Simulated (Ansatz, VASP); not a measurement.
**Two plane-wave programs on HgTe**

```
Hg Te
1.0
     3.02244   -3.50160    0.00000
     3.02244    3.50160    0.00000
     0.00000    0.00000    5.79816
Hg Te
2 2
Cartesian
  3.0224 1.0992 4.3486
  3.0224 -1.0992 1.4495
  3.0224 -1.9946 4.3486
  3.0224 1.9946 1.4495
```

Alike in both runs: task single point; functional r2SCAN; dispersion D4; k mesh 4 × 4 × 4; occupations fermi-dirac, width 0.02 eV; no spin polarisation.

|  | VASP | Ansatz |
| --- | --- | --- |
| version | VASP 6.6.1 | Ansatz 0.2.0 |
| potentials or method | VASP PAW PBE potentials, release 64 (Hg, Te) | plane waves, norm-conserving potentials |
| plane-wave cutoff (eV) | 520 | 1230 |
| valence electrons in the cell | 36 | 72 |

|  | VASP | Ansatz | Ansatz less VASP |
| --- | --- | --- | --- |
| pressure (GPa) | -2.6 | -2.7 | -0.11 |
| traceless stress, the component that is largest in VASP (GPa) | 0.65 | 0.68 | +0.034 |

VASP's potentials were made for PBE, not for r2SCAN. VASP's potentials hold 36 valence electrons a cell and Ansatz's 72, so a difference there can come from the potentials and not from the codes.

Spin-orbit coupling is off throughout.
